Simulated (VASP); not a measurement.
# C2N (P6_3/mmc) in VASP: notebook

Runs on C2N. Level: PBE. Tasks: relaxation of cell and atoms, single point.

Everything below comes from runs of VASP 6.6.1. Logs are shortened: lines on timing, memory, paths and dates and some standing lists are left out, and cuts for length are marked.

## 1. The cell of the first run

The structure is hexagonal, space group P6_3/mmc (No. 194). Conventional cell: a = 6.123 Å, b = 6.123 Å, c = 2.495 Å, α = 90.00°, β = 90.00°, γ = 120.00°. C (site symmetry -6m2) has 2 N at 1.25 Å within 1.7 Å. C (site symmetry -3m) has 2 C at 1.25 Å within 1.7 Å. N (site symmetry -6m2) has 2 C at 1.25 Å within 1.7 Å.

The cell was generated, and may not be a known phase.

## 2. Relaxation of cell and atoms, PBE

Input file INCAR:

```
SYSTEM = C2N
PREC = Accurate
ENCUT = 600
EDIFF = 1E-7
ISMEAR = 0
SIGMA = 0.1
LREAL = .FALSE.
LASPH = .TRUE.
NELM = 100
ALGO = Normal
ISIF = 3
LWAVE = .FALSE.
LCHARG = .FALSE.
GGA = PE
IBRION = 2
NSW = 90
EDIFFG = -0.04
```

Input file KPOINTS:

```
regular mesh
0
G
  3 3 6
  0 0 0
```

Input file POSCAR:

```
C2N
1.0
    6.1227358329      0.0000000000      0.0000000000
   -3.0613679165      5.3024447720      0.0000000000
    0.0000000000      0.0000000000      2.4953105627
C N
4 2
Direct
    0.6666666667      0.3333333333      0.2500000000
    0.3333333333      0.6666666667      0.7500000000
    0.0000000000      0.0000000000      0.0000000000
    0.0000000000      0.0000000000      0.5000000000
    0.6666666667      0.3333333333      0.7500000000
    0.3333333333      0.6666666667      0.2500000000
```

Potentials or basis: VASP PAW PBE potentials, release 64 (C, N).

On the command line:

```console
$ cat potpaw_PBE.64/C/POTCAR potpaw_PBE.64/N/POTCAR > POTCAR
$ mpirun -np 1 vasp_std > vasp.out
```

OUTCAR:

```text
SYSTEM = C2N
   PREC = Accurate
   ENCUT = 600
   EDIFF = 1E-7
   ISMEAR = 0
   LREAL = .FALSE.
   LASPH = .TRUE.
   NELM = 100
   ISIF = 3
   GGA = PE
   IBRION = 2
   NSW = 90
   EDIFFG = -0.04

 ion  position               nearest neighbor table
   1  0.667  0.333  0.250-   5 1.25   5 1.25
   2  0.333  0.667  0.750-   6 1.25   6 1.25
   3  0.000  0.000  0.000-   4 1.25   4 1.25
   4  0.000  0.000  0.500-   3 1.25   3 1.25
   5  0.667  0.333  0.750-   1 1.25   1 1.25
   6  0.333  0.667  0.250-   2 1.25   2 1.25

  LATTYP: Found a hexagonal cell.
 ALAT       =     6.1227358329
 C/A-ratio  =     0.4075482972

  Lattice vectors:

 A1 = (   6.1227358329,   0.0000000000,   0.0000000000)
 A2 = (  -3.0613679165,   5.3024447720,   0.0000000000)
 A3 = (   0.0000000000,   0.0000000000,   2.4953105627)

Analysis of symmetry for initial positions (statically):
=====================================================================
 Subroutine PRICEL returns:
 Original cell was already a primitive cell.

 Routine SETGRP: Setting up the symmetry group for a
 hexagonal supercell.

 Subroutine GETGRP returns: Found 24 space group operations
 (whereof 12 operations were pure point group operations)
 out of a pool of 24 trial point group operations.

The static configuration has the point symmetry D_3d.
 The point group associated with its full space group is D_6h.

Analysis of symmetry for dynamics (positions and initial velocities):
=====================================================================
 Subroutine PRICEL returns:
 Original cell was already a primitive cell.

 Routine SETGRP: Setting up the symmetry group for a
 hexagonal supercell.

 Subroutine GETGRP returns: Found 24 space group operations
 (whereof 12 operations were pure point group operations)
 out of a pool of 24 trial point group operations.

The dynamic configuration has the point symmetry D_3d.
 The point group associated with its full space group is D_6h.

 Subroutine INISYM returns: Found 24 space group operations
 (whereof 12 operations are pure point group operations),
 and found     1 'primitive' translations

----------------------------------------------------------------------------------------

                                     Primitive cell

  volume of cell :      81.0114

  direct lattice vectors                    reciprocal lattice vectors
     6.122735833  0.000000000  0.000000000     0.163325681  0.094296126  0.000000000
[... 70 lines left out ...]
   NGXF,Y,Z  is equivalent  to a cutoff of  27.15, 27.15, 26.65 a.u.
 SYSTEM =  C2N
   PREC   = accura    normal or accurate (medium, high low for compatibility)
   ISTART =      0    job   : 0-new  1-cont  2-samecut
   ICHARG =      2    charge: 1-file 2-atom 10-const
   ISPIN  =      1    spin polarized calculation?
   LNONCOLLINEAR =      F non collinear calculations
   LSORBIT =      F    spin-orbit coupling
   LASPH  =      T    aspherical Exc in radial PAW
   ENCUT  =  600.0 eV  44.10 Ry    6.64 a.u.  12.23 12.23  4.98*2*pi/ulx,y,z
   NELM   =    100;   NELMIN=  2; NELMDL= -5     # of ELM steps
   EDIFF  = 0.1E-06   stopping-criterion for ELM
   LREAL  =      F    real-space projection
   EDIFFG = -.4E-01   stopping-criterion for IOM
   NSW    =     90    number of steps for IOM
   IBRION =      2    ionic relax: 0-MD 1-quasi-New 2-CG
   NFREE  =      1    steps in history (QN), initial steepest desc. (CG)
   ISIF   =      3    stress and relaxation
   ISYM   =      2    0-nonsym 1-usesym 2-fastsym
   POTIM  = 0.5000    time-step for ionic-motion
   TEBEG  =    0.0;   TEEND  =   0.0 temperature during run
   PSTRESS=    0.0 pullay stress
   NELECT =      26.0000    total number of electrons
   NUPDOWN=      -1.0000    fix difference up-down
   EMIN   =  10.00;   EMAX   =-10.00  energy-range for DOS
   EFERMI =   0.00;   METHOD = LEGACY
   ISMEAR =     0;   SIGMA  =   0.10  broadening in eV -4-tet -1-fermi 0-gaus
   EFERMI_NEDOS =   21; number of points for ismear=-14 and -15
   IALGO  =     38    algorithm
   IMIX   =      4    mixing-type and parameters
     AMIX     =   0.40;   BMIX     =  1.00
     AMIX_MAG =   1.60;   BMIX_MAG =  1.00
  volume/ion in A,a.u.               =      13.50        91.12
  Fermi-wavevector in a.u.,A,eV,Ry     =   1.120858  2.118114 17.093301  1.256322
  Thomas-Fermi vector in A             =   2.257507
   LORBIT       =      0    0 simple, 1 ext, 2 COOP (PROOUT), +10 PAW based schemes
   GGA     = PE    functional components
   LHFCALC =     F    Hartree Fock is set to
   AEXX    =    0.0000 exact exchange contribution
   IVDW    =     0    specifies the selected vdW correction
   LEPSILON=     F    determine dielectric tensor
   LRPA    =     F    only Hartree local field effects (RPA)
 conjugate gradient relaxation of ions
 non-spin polarized calculation
 Gauss-broadening in eV      SIGMA  =   0.10
  energy-cutoff  :      600.00
  volume of cell :       81.01
 maximum number of plane-waves:      2724
 NGX is ok and might be reduce to    50
   NGX = 25   NGY = 25   NGZ =  9

--------------------------------------- Ionic step        1  -------------------------------------------

 number of electron      26.0000004 magnetization

 Free energy of the ion-electron system (eV)
  ---------------------------------------------------
  ext. energy  EPLUGINS =         0.00000000
  ---------------------------------------------------
  free energy    TOTEN  =       -47.04652801 eV

  energy without entropy =      -47.01385370  energy(sigma->0) =      -47.03019085

------------------------ aborting loop because EDIFF is reached ----------------------------------------

  FORCE on cell =-STRESS in cart. coord.  units (eV):
  Direction    XX          YY          ZZ          XY          YZ          ZX
  --------------------------------------------------------------------------------------
  -------------------------------------------------------------------------------------
  Total        0.0755154      0.0755154      0.3584793     -0.0000000     -0.0000000      0.0000000
  in kB        1.4934823      1.4934823      7.0897082     -0.0000000     -0.0000000      0.0000000
  external PRESSURE =       3.3588910 kB  Pullay stress =       0.0000000 kB
[... 67 lines left out ...]
--------------------------------------- Ionic step        3  -------------------------------------------

 number of electron      26.0000004 magnetization

 Free energy of the ion-electron system (eV)
  ---------------------------------------------------
  ext. energy  EPLUGINS =         0.00000000
  ---------------------------------------------------
  free energy    TOTEN  =       -47.04662026 eV

  energy without entropy =      -47.01389764  energy(sigma->0) =      -47.03025895

 E-fermi :   2.4094     XC(G=0):  -8.2800

 val. band max:        2.4093241753   @ k =   0.3333   0.0000   0.3333
 cond. band min:       2.4699743002   @ k =   0.0000   0.0000   0.3333
 fundamental gap:      0.0606501249
 Fermi energy:         2.4093697747

 k-point     1 :       0.0000    0.0000    0.0000
  band No.  band energies     occupation
      1     -20.5419      2.00000
      2     -20.3974      2.00000
      3     -14.1367      2.00000
      4     -12.1108      2.00000
      5     -12.0962      2.00000
      6      -7.3110      2.00000
[... 262 lines left out ...]
  FREE ENERGIE OF THE ION-ELECTRON SYSTEM (eV)
  ---------------------------------------------------
  free  energy   TOTEN  =       -47.0466202606 eV

  energy  without entropy=      -47.0138976412  energy(sigma->0) =      -47.03025895

 reached required accuracy - stopping structural energy minimisation
```

Run time: 40 s. Hardware: 1 thread of AMD EPYC 9R45 (Zen 5), shared host; peak memory 0.18 GiB.

What came out:

- Free energy: -47.0466 eV
- Relaxed volume: 13.51 Å³/atom
- Relaxed cell: a = 6.123 Å, b = 6.123 Å, c = 2.497 Å, α = 90.00°, β = 90.00°, γ = 120.00°
- Space group after relaxing (to 0.1 Å): P6_3/mmc (No. 194)
- Energy gained by relaxing: 0.0 meV/atom
- Ionic steps: 3
- Pressure after relaxing: 0.1 GPa

Stress tensor (GPa, compression positive):
```
 0.15  0.00  0.00
 0.00  0.15  0.00
 0.00  0.00 -0.06
```

Final structure:
```yaml
crystal:
  lattice:
    - [6.12336, 0.00000, 0.00000]
    - [-3.06168, 5.30299, 0.00000]
    - [0.00000, 0.00000, 2.49653]
  atoms:
    - { symbol: C, position: [0.66667, 0.33333, 0.25000] }
    - { symbol: C, position: [0.33333, 0.66667, 0.75000] }
    - { symbol: C, position: [0.00000, 0.00000, 0.00000] }
    - { symbol: C, position: [0.00000, 0.00000, 0.50000] }
    - { symbol: N, position: [0.66667, 0.33333, 0.75000] }
    - { symbol: N, position: [0.33333, 0.66667, 0.25000] }
```

Caveat: the k points lie up to 0.42 Å⁻¹ apart in the final cell; the highest band is partly filled, so the run has too few bands.

[end of part 1 of 2]
